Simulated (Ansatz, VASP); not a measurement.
# LaTlS2: VASP beside Ansatz

```
CELL_PARAMETERS angstrom
4.24903 0.00000 0.00000
0.00000 4.24903 0.00000
0.00000 0.00000 5.91511
ATOMIC_POSITIONS crystal
Tl 0.00000 0.00000 0.00000
S 0.00000 0.00000 0.50000
S 0.50000 0.50000 0.00000
La 0.50000 0.50000 0.50000
```

Alike in both runs: task single point; functional r2SCAN; dispersion rVV10; k mesh 8 × 8 × 6; occupations fermi-dirac, width 0.03 eV; no spin polarisation.

|  | VASP | Ansatz |
| --- | --- | --- |
| version | VASP 6.6.1 | Ansatz 0.2.0 |
| potentials or method | VASP PAW PBE potentials, release 64 (Tl_d, S, La) | plane waves, PAW |
| plane-wave cutoff (eV) | 520 | 500 |
| valence electrons in the cell | 36 | 36 |

|  | VASP | Ansatz | Ansatz less VASP |
| --- | --- | --- | --- |
| pressure (GPa) | -0.1 | -0.1 | -0.04 |

VASP's potentials were made for PBE, not for r2SCAN.

Spin-orbit coupling is off throughout.
